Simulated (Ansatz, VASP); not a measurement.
Two plane-wave programs on CsH

The input POSCAR:

```
CsH
1.0
    0.0000000000      3.1880000000      3.1880000000
    3.1880000000      0.0000000000      3.1880000000
    3.1880000000      3.1880000000      0.0000000000
Cs H
1 1
Direct
    0.0117628607      0.0117628607     -0.0117628607
    0.5000000000      0.5000000000      0.5000000000
```

The input INCAR.step1:

```
SYSTEM = CsH
  PREC = Accurate
  ENCUT = 520
  ISMEAR = 0
  SIGMA = 0.05
  LREAL = .False.
  LASPH = .True.
  NELM = 60
  NBANDS = 12
  GGA = PE
  ALGO = Normal
  EDIFF = 1E-4
  LWAVE = .True.
  LCHARG = .False.
```

File INCAR.step2:

```
SYSTEM = CsH
  PREC = Accurate
  ENCUT = 520
  EDIFF = 1E-7
  ISMEAR = 0
  SIGMA = 0.05
  LREAL = .False.
  LASPH = .True.
  NELM = 60
  ALGO = Normal
  ISIF = 2
  LWAVE = .False.
  LCHARG = .True.
  METAGGA = R2SCAN
  LMIXTAU = .True.
  LELF = .True.
  LVHAR = .True.
  NBANDS = 12
  ISTART = 1
```

File KPOINTS:

```
regular mesh
0
Gamma
  6 6 6
  0 0 0
```

Input for Ansatz:

```yaml
crystal:
  lattice:
    - [0.0, 3.188, 3.188]
    - [3.188, 0.0, 3.188]
    - [3.188, 3.188, 0.0]
  atoms:
    - { symbol: Cs, position: [0.0117628607, 0.0117628607, -0.0117628607] }
    - { symbol: H, position: [0.5, 0.5, 0.5] }
basis:
  ecutwfc: 500
kpoints:
  mp_grid: { grid: [6, 6, 6] }
hamiltonian:
  xc: r2scan
scf:
  occupations: { method: gaussian, width: 0.05 }
output:
  forces: true
  stress: true
  eigenvalues: true
```

Change from the starting cell: all Cs atoms moved +0.075 Å, as atom 1 along Cartesian [0 0 1].

Alike in both runs: task single point; functional r2SCAN; k mesh 6 × 6 × 6; occupations gaussian, width 0.05 eV; no spin polarisation.

```csv
,VASP,Ansatz
version,VASP 6.6.1,Ansatz 0.2.0
potentials or method,"VASP PAW PBE potentials, release 64 (Cs_sv, H), cutoff 520 eV","scalar-relativistic, plane waves, PAW"
valence electrons in the cell,10,10
```

|  | VASP | Ansatz | Ansatz less VASP |
| --- | --- | --- | --- |
| gap on the k mesh at the Fermi level (eV) | 2.67 | 2.69 | +0.017 |
| least direct gap on the mesh (eV) | 2.67 | 2.69 | +0.017 |
| pressure (GPa) | 0.1 | 0.0 | -0.03 |
| rms of the force components (eV/Å) | 0.027 | 0.026 | -0.0004 |

VASP's potentials were made for PBE, not for r2SCAN. Atom by atom the forces differ by 0.000 eV/Å (rms over components). The functional is the same, so the differences come from potentials, cutoffs and numerics.

Neither program's run includes spin-orbit coupling.
